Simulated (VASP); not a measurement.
# TiO2 (R-3m) in VASP: a series of runs

The runs below take TiO2 through single point, with LDA, PBEsol.

Everything below comes from runs of VASP 6.6.1. Logs are shortened: lines on timing, memory, paths and dates and some standing lists are left out, and cuts for length are marked.

## 1. The cell of the first run

The structure is trigonal, space group R-3m (No. 166). The conventional cell has a = 2.934 Å, b = 2.934 Å, c = 20.517 Å, α = 90.00°, β = 90.00°, γ = 120.00°. Within 2.6 Å of Ti (site symmetry -3m) lie 6 O at 1.94 Å. O (site symmetry 3m) has 3 Ti at 1.94 Å and 3 O at 2.54 Å within 2.6 Å.

## 2. Single point, LDA

Contents of INCAR:

```
SYSTEM = TiO2
PREC = Accurate
ENCUT = 520
EDIFF = 1E-6
ISMEAR = -1
SIGMA = 0.05
LREAL = .FALSE.
LASPH = .TRUE.
NELM = 100
ALGO = Normal
ISIF = 2
LWAVE = .FALSE.
LCHARG = .FALSE.
GGA = CA
NBANDS = 19
```

Contents of KPOINTS:

```
regular mesh
0
G
  10 10 10
  0 0 0
```

Contents of POSCAR:

```
TiO2
1.0
    1.4667648451      0.8468370781      6.8390239066
   -1.4667648451      0.8468370781      6.8390239066
    0.0000000000     -1.6936741564      6.8390239066
Ti O
1 2
Direct
    0.0000000000      0.0000000000      0.0000000000
    0.3795330000      0.3795330000      0.3795330000
    0.6204670000      0.6204670000      0.6204670000
```

Potentials or basis: VASP PAW LDA potentials, release 64 (Ti_sv, O).

Run with:

```
$ cat potpaw_LDA.64/Ti_sv/POTCAR potpaw_LDA.64/O/POTCAR > POTCAR
$ mpirun -np 1 vasp_std > vasp.out
```

OUTCAR:

```text
SYSTEM = TiO2
   PREC = Accurate
   ENCUT = 520
   EDIFF = 1E-6
   ISMEAR = -1
   LREAL = .FALSE.
   LASPH = .TRUE.
   NELM = 100
   ISIF = 2
   GGA = CA

 ion  position               nearest neighbor table
   1  0.000  0.000  0.000-   3 1.94   3 1.94   2 1.94   2 1.94   3 1.94   2 1.94
   2  0.380  0.380  0.380-   1 1.94   1 1.94   1 1.94
   3  0.620  0.620  0.620-   1 1.94   1 1.94   1 1.94

  LATTYP: Found a trigonal (rhomboedric) cell.
 ALAT       =     7.0456213454
 COS(alpha) =     0.9133213014

  Lattice vectors:

 A1 = (   1.4667648451,   0.8468370781,   6.8390239066)
 A2 = (  -1.4667648451,   0.8468370781,   6.8390239066)
 A3 = (   0.0000000000,  -1.6936741564,   6.8390239066)

Analysis of symmetry for initial positions (statically):
=====================================================================
 Subroutine PRICEL returns:
 Original cell was already a primitive cell.

 Routine SETGRP: Setting up the symmetry group for a
 trigonal (rhombohedral) supercell.

 Subroutine GETGRP returns: Found 12 space group operations
 (whereof 12 operations were pure point group operations)
 out of a pool of 12 trial point group operations.

The static configuration has the point symmetry D_3d.

Analysis of symmetry for dynamics (positions and initial velocities):
=====================================================================
 Subroutine PRICEL returns:
 Original cell was already a primitive cell.

 Routine SETGRP: Setting up the symmetry group for a
 trigonal (rhombohedral) supercell.

 Subroutine GETGRP returns: Found 12 space group operations
 (whereof 12 operations were pure point group operations)
 out of a pool of 12 trial point group operations.

The dynamic configuration has the point symmetry D_3d.

 Subroutine INISYM returns: Found 12 space group operations
 (whereof 12 operations are pure point group operations),
 and found     1 'primitive' translations

----------------------------------------------------------------------------------------

                                     Primitive cell

  volume of cell :      50.9690

  direct lattice vectors                    reciprocal lattice vectors
     1.466764845  0.846837078  6.839023907     0.340886272  0.196810781  0.048739899
    -1.466764845  0.846837078  6.839023907    -0.340886272  0.196810781  0.048739899
[... 78 lines left out ...]
   PREC   = accura    normal or accurate (medium, high low for compatibility)
   ISTART =      0    job   : 0-new  1-cont  2-samecut
   ICHARG =      2    charge: 1-file 2-atom 10-const
   ISPIN  =      1    spin polarized calculation?
   LNONCOLLINEAR =      F non collinear calculations
   LSORBIT =      F    spin-orbit coupling
   LASPH  =      T    aspherical Exc in radial PAW
   ENCUT  =  520.0 eV  38.22 Ry    6.18 a.u.  13.10 13.10 13.10*2*pi/ulx,y,z
   NELM   =    100;   NELMIN=  2; NELMDL= -5     # of ELM steps
   EDIFF  = 0.1E-05   stopping-criterion for ELM
   LREAL  =      F    real-space projection
   EDIFFG = 0.1E-04   stopping-criterion for IOM
   NSW    =      0    number of steps for IOM
   IBRION =     -1    ionic relax: 0-MD 1-quasi-New 2-CG
   NFREE  =      0    steps in history (QN), initial steepest desc. (CG)
   ISIF   =      2    stress and relaxation
   ISYM   =      2    0-nonsym 1-usesym 2-fastsym
   POTIM  = 0.5000    time-step for ionic-motion
   TEBEG  =    0.0;   TEEND  =   0.0 temperature during run
   PSTRESS=    0.0 pullay stress
   NELECT =      24.0000    total number of electrons
   NUPDOWN=      -1.0000    fix difference up-down
   EMIN   =  10.00;   EMAX   =-10.00  energy-range for DOS
   EFERMI =   0.00;   METHOD = LEGACY
   ISMEAR =    -1;   SIGMA  =   0.05  broadening in eV -4-tet -1-fermi 0-gaus
   EFERMI_NEDOS =   21; number of points for ismear=-14 and -15
   IALGO  =     38    algorithm
   IMIX   =      4    mixing-type and parameters
     AMIX     =   0.40;   BMIX     =  1.00
     AMIX_MAG =   1.60;   BMIX_MAG =  1.00
  volume/ion in A,a.u.               =      16.99       114.65
  Fermi-wavevector in a.u.,A,eV,Ry     =   1.273630  2.406812 22.070470  1.622134
  Thomas-Fermi vector in A             =   2.406443
   LORBIT       =      0    0 simple, 1 ext, 2 COOP (PROOUT), +10 PAW based schemes
   GGA     = CA    functional components
   LHFCALC =     F    Hartree Fock is set to
   AEXX    =    0.0000 exact exchange contribution
   IVDW    =     0    specifies the selected vdW correction
   LEPSILON=     F    determine dielectric tensor
   LRPA    =     F    only Hartree local field effects (RPA)
 non-spin polarized calculation
  energy-cutoff  :      520.00
  volume of cell :       50.97
 maximum number of plane-waves:      1412
 NGX is ok and might be reduce to    54
   NGX = 27   NGY = 27   NGZ = 27

 number of electron      24.0000004 magnetization

 Free energy of the ion-electron system (eV)
  ---------------------------------------------------
  ext. energy  EPLUGINS =         0.00000000
  ---------------------------------------------------
  free energy    TOTEN  =       -28.83687325 eV

  energy without entropy =      -28.83687325  energy(sigma->0) =      -28.83687325

 E-fermi :   0.1856     XC(G=0):  -8.3013

 val. band max:       -1.0491308117   @ k =  -0.2000   0.1000   0.0000
 cond. band min:       1.7377232868   @ k =   0.0000   0.0000   0.0000
 fundamental gap:      2.7868540985
 Fermi energy:         0.1855907275

 k-point     1 :       0.0000    0.0000    0.0000
  band No.  band energies     occupation
      1     -56.4878      2.00000
      2     -33.1653      2.00000
      3     -32.8491      2.00000
      4     -32.8491      2.00000
      5     -18.3800      2.00000
      6     -16.3511      2.00000
[... 505 lines left out ...]
      6     -16.7744      2.00000
[... 11 lines left out ...]
     18       9.4555      0.00000
     19      11.3091      0.00000

 [... further k-points ...]
[... 5 lines left out ...]
  --------------------------------------------------------------------------------------
  -------------------------------------------------------------------------------------
  Total        0.4646813      0.4646813      0.2826438      0.0000000     -0.0000000      0.0000000
  in kB       14.6069684     14.6069684      8.8847313      0.0000000     -0.0000000      0.0000000
  external PRESSURE =      12.6995560 kB  Pullay stress =       0.0000000 kB

 VOLUME and BASIS-vectors are now :
 -----------------------------------------------------------------------------
  energy-cutoff  :      520.00
  volume of cell :       50.97
      direct lattice vectors                 reciprocal lattice vectors
     1.466764845  0.846837078  6.839023907     0.340886272  0.196810781  0.048739899
    -1.466764845  0.846837078  6.839023907    -0.340886272  0.196810781  0.048739899
     0.000000000 -1.693674156  6.839023907     0.000000000 -0.393621562  0.048739899

 POSITION                                       TOTAL-FORCE (eV/Angst)
 -----------------------------------------------------------------------------------
      0.00000      0.00000      0.00000         0.000000      0.000000      0.000000
      0.00000     -0.00000      7.78691         0.000000     -0.000000      0.179043
      0.00000     -0.00000     12.73017         0.000000      0.000000     -0.179043
 -----------------------------------------------------------------------------------
    total drift:                                0.000000      0.000000     -0.000000

  FREE ENERGIE OF THE ION-ELECTRON SYSTEM (eV)
  ---------------------------------------------------
  free  energy   TOTEN  =       -28.8368732544 eV

  energy  without entropy=      -28.8368732544  energy(sigma->0) =      -28.83687325
```

stdout:

```text
POSCAR found type information on POSCAR TiO
 POSCAR found :  2 types and       3 ions
 scaLAPACK will be used
 LDA part: xc-table for (Slater(with rela. corr.)+CA(PZ))
 , standard interpolation
 POSCAR, INCAR and KPOINTS ok, starting setup
 FFT: planning ... GRIDC
 FFT: planning ... GRID_SOFT
 FFT: planning ... GRID
 WAVECAR not read
 entering main loop
```

Wall time 10 min (1 thread of Intel Xeon Platinum 8259CL at 2.50GHz (Skylake/Cascade Lake), shared host); peak memory 0.37 GiB.

What came out:

```yaml
Free_energy: -28.8369 eV
Pressure: 1.3 GPa
Largest_force: 0.179 eV/Å
Band_gap_on_the_k_mesh: 2.79 eV, indirect (least direct gap 2.94 eV)
```

Forces on the atoms (eV/Å):
```
Ti   0.000  0.000  0.000
O    0.000  0.000  0.179
O    0.000  0.000 -0.179
```

Stress tensor (GPa, compression positive):
```
1.46 0.00 0.00
0.00 1.46 0.00
0.00 0.00 0.89
```

A k mesh can miss the band edges.

## 3. Single point, PBEsol

Contents of INCAR:

```
PREC = Accurate
ENCUT = 520
EDIFF = 1E-6
ISMEAR = -1
SIGMA = 0.05
LREAL = F
LASPH = T
NELM = 100
ALGO = Normal
ISIF = 2
LWAVE = F
LCHARG = F
GGA = PS
NBANDS = 19
```

Contents of KPOINTS:

```
Automatic mesh
0
Gamma
  10 10 10
```

POSCAR is that of step 2.

Potentials or basis: VASP PAW PBE potentials, release 64 (Ti_sv, O).

Run with:

```
$ cat potpaw_PBE.64/Ti_sv/POTCAR potpaw_PBE.64/O/POTCAR > POTCAR
$ mpirun -np 1 vasp_std > vasp.out
```

Wall time 10 min (1 thread of Intel Xeon Platinum 8259CL at 2.50GHz (Skylake/Cascade Lake), shared host); peak memory 0.44 GiB.

It converged, with:

```
Free energy            : -27.6260 eV
Pressure               : 4.6 GPa
Largest force          : 0.557 eV/Å
Band gap on the k mesh : 2.84 eV, indirect (least direct gap 3.00 eV)
```

Forces in eV/Å, atoms in the order of the input:
```
Ti   0.000  0.000  0.000
O    0.000  0.000  0.557
O    0.000  0.000 -0.557
```

Stress tensor (GPa, compression positive):
```
5.25 0.00 0.00
0.00 5.25 0.00
0.00 0.00 3.16
```

Levels at points of the mesh, in eV from the valence-band top:
| k point | band 9 | band 10 | band 11 | band 12 | band 13 | band 14 | band 15 | band 16 |
| --- | --- | --- | --- | --- | --- | --- | --- | --- |
| (0.00, 0.00, 0.00) | -3.87 | -0.72 | -0.16 | -0.16 | 2.84 | 2.84 | 4.73 | 7.26 |
| (0.50, 0.00, 0.00) | -2.65 | -1.80 | -1.22 | -0.69 | 3.11 | 3.99 | 4.08 | 6.90 |
| (0.50, 0.50, 0.00) | -2.65 | -1.81 | -1.22 | -0.68 | 3.12 | 3.99 | 4.08 | 6.88 |
| (0.50, 0.50, 0.50) | -3.87 | -0.79 | -0.16 | -0.16 | 2.84 | 2.84 | 4.75 | 7.40 |

Caveat: the PAW data sets were made with another functional, which shifts forces and pressure a little. A k mesh can miss the band edges.

## 4. Single point, LDA

This run uses another cell than the first one, of 17.35 Å³/atom, 1.021 times its volume.

Contents of INCAR:

```
ALGO = Normal ; EDIFF = 1E-6
ENCUT = 520 ; GGA = CA
ISIF = 2 ; ISMEAR = -1
LASPH = True ; LCHARG = True
LELF = True ; LREAL = False
LVHAR = True ; LWAVE = False
NBANDS = 19 ; NELM = 80
PREC = Accurate ; SIGMA = 0.05
```

Contents of KPOINTS:

```
k-points
0
Gamma
  10 10 10
```

Contents of POSCAR:

```
TiO2
1.0
    1.4770945154      0.8528009160      6.8871876337
   -1.4770945154      0.8528009160      6.8871876337
    0.0000000000     -1.7056018321      6.8871876337
Ti O
1 2
Direct
    0.0000000000      0.0000000000      0.0000000000
    0.3795330000      0.3795330000      0.3795330000
    0.6204670000      0.6204670000      0.6204670000
```

Potentials or basis: VASP PAW LDA potentials, release 64 (Ti_sv, O).

Run with:

```
$ cat potpaw_LDA.64/Ti_sv/POTCAR potpaw_LDA.64/O/POTCAR > POTCAR
$ mpirun -np 1 vasp_std > vasp.out
```

OUTCAR:

```text
EDIFF = 1E-6
   ENCUT = 520
   GGA = CA
   ISIF = 2
   ISMEAR = -1
   LASPH = True
   LREAL = False
   NELM = 80
   PREC = Accurate

 ion  position               nearest neighbor table
   1  0.000  0.000  0.000-   3 1.95   2 1.95   3 1.95   3 1.95   2 1.95   2 1.95
   2  0.380  0.380  0.380-   1 1.95   1 1.95   1 1.95
   3  0.620  0.620  0.620-   1 1.95   1 1.95   1 1.95

  LATTYP: Found a trigonal (rhomboedric) cell.
 ALAT       =     7.0952400320
 COS(alpha) =     0.9133213014

  Lattice vectors:

 A1 = (   1.4770945154,   0.8528009160,   6.8871876337)
 A2 = (  -1.4770945154,   0.8528009160,   6.8871876337)
 A3 = (   0.0000000000,  -1.7056018321,   6.8871876337)

Analysis of symmetry for initial positions (statically):
=====================================================================
 Subroutine PRICEL returns:
 Original cell was already a primitive cell.

 Routine SETGRP: Setting up the symmetry group for a
 trigonal (rhombohedral) supercell.

[... 159 lines left out ...]

 Free energy of the ion-electron system (eV)
  ---------------------------------------------------
  ext. energy  EPLUGINS =         0.00000000
  ---------------------------------------------------
  free energy    TOTEN  =       -28.83594539 eV

  energy without entropy =      -28.83594539  energy(sigma->0) =      -28.83594539

 E-fermi :  -0.0451     XC(G=0):  -8.2164

 val. band max:       -1.1768641978   @ k =  -0.2000   0.1000  -0.0000
 cond. band min:       1.5442965403   @ k =   0.0000   0.0000   0.0000
 fundamental gap:      2.7211607381
 Fermi energy:        -0.0451486729

 k-point     1 :       0.0000    0.0000    0.0000
  band No.  band energies     occupation
      1     -56.6880      2.00000
      2     -33.3546      2.00000
      3     -33.0566      2.00000
      4     -33.0566      2.00000
      5     -18.4266      2.00000
      6     -16.4723      2.00000
[... 505 lines left out ...]
      6     -16.8830      2.00000
[... 11 lines left out ...]
     18       9.2719      0.00000
     19      11.0358      0.00000

 [... further k-points ...]
[... 5 lines left out ...]
  --------------------------------------------------------------------------------------
  -------------------------------------------------------------------------------------
  Total       -0.6763396     -0.6763396     -0.3507075      0.0000000      0.0000000      0.0000000
  in kB      -20.8173898    -20.8173898    -10.7946003      0.0000000      0.0000000      0.0000000
  external PRESSURE =     -17.4764600 kB  Pullay stress =       0.0000000 kB

 VOLUME and BASIS-vectors are now :
 -----------------------------------------------------------------------------
  energy-cutoff  :      520.00
  volume of cell :       52.05
      direct lattice vectors                 reciprocal lattice vectors
     1.477094515  0.852800916  6.887187634     0.338502374  0.195434437  0.048399049
    -1.477094515  0.852800916  6.887187634    -0.338502374  0.195434437  0.048399049
     0.000000000 -1.705601832  6.887187634     0.000000000 -0.390868873  0.048399049

 POSITION                                       TOTAL-FORCE (eV/Angst)
 -----------------------------------------------------------------------------------
      0.00000      0.00000      0.00000         0.000000      0.000000      0.000000
      0.00000     -0.00000      7.84174         0.000000      0.000000     -0.155992
      0.00000     -0.00000     12.81982         0.000000     -0.000000      0.155992
 -----------------------------------------------------------------------------------
    total drift:                                0.000000      0.000000     -0.000000

  FREE ENERGIE OF THE ION-ELECTRON SYSTEM (eV)
  ---------------------------------------------------
  free  energy   TOTEN  =       -28.8359453887 eV

  energy  without entropy=      -28.8359453886  energy(sigma->0) =      -28.83594539
```

stdout:

```text
POSCAR found type information on POSCAR TiO
 POSCAR found :  2 types and       3 ions
 scaLAPACK will be used
 LDA part: xc-table for (Slater(with rela. corr.)+CA(PZ))
 , standard interpolation
 POSCAR, INCAR and KPOINTS ok, starting setup
 FFT: planning ... GRIDC
 FFT: planning ... GRID_SOFT
 FFT: planning ... GRID
 WAVECAR not read
 entering main loop
```

Wall time 11 min (1 thread of Intel Xeon Platinum 8259CL at 2.50GHz (Skylake/Cascade Lake), shared host); peak memory 0.37 GiB.

What came out:

* Free energy: -28.8359 eV
* Pressure: -1.7 GPa
* Largest force: 0.156 eV/Å
* Band gap on the k mesh: 2.72 eV, indirect (least direct gap 2.88 eV)

Forces in eV/Å, atoms in the order of the input:
```
Ti   0.000  0.000  0.000
O    0.000  0.000 -0.156
O    0.000  0.000  0.156
```

Stress tensor (GPa, compression positive):
```
-2.08  0.00  0.00
 0.00 -2.08  0.00
 0.00  0.00 -1.08
```

Levels at points of the mesh, in eV from the valence-band top:
| k point | band 10 | band 11 | band 12 | band 13 | band 14 | band 15 |
| --- | --- | --- | --- | --- | --- | --- |
| (0.00, 0.00, 0.00) | -0.70 | -0.16 | -0.16 | 2.72 | 2.72 | 4.55 |
| (0.50, 0.00, 0.00) | -1.76 | -1.21 | -0.68 | 2.99 | 3.84 | 3.93 |
| (0.50, 0.50, 0.00) | -1.77 | -1.21 | -0.66 | 2.99 | 3.84 | 3.93 |
| (0.50, 0.50, 0.50) | -0.77 | -0.16 | -0.16 | 2.72 | 2.72 | 4.57 |

A k mesh can miss the band edges.

## 5. Overview

| level | potentials or basis | cell | gap on the mesh (eV) | pressure (GPa) | largest force (eV/Å) |
| --- | --- | --- | --- | --- | --- |
| LDA | VASP PAW LDA potentials, release 64 (Ti_sv, O) | a = 7.046 Å, angles 24.0°, 3 atoms | 2.79 | 1.3 | 0.18 |
| PBEsol | VASP PAW PBE potentials, release 64 (Ti_sv, O) | a = 7.046 Å, angles 24.0°, 3 atoms | 2.84 | 4.6 | 0.56 |
| LDA | VASP PAW LDA potentials, release 64 (Ti_sv, O) | a = 7.095 Å, angles 24.0°, 3 atoms | 2.72 | -1.7 | 0.16 |

Alike in all rows: task single point; no spin polarisation; k mesh 10 × 10 × 10; cutoff (eV) 520; smearing fermi-dirac 0.05 eV.

Caveats: the PAW data sets were made with another functional, which shifts forces and pressure a little (some runs).

Total energies depend on the potentials used, so only differences within one code and one set of settings carry meaning.
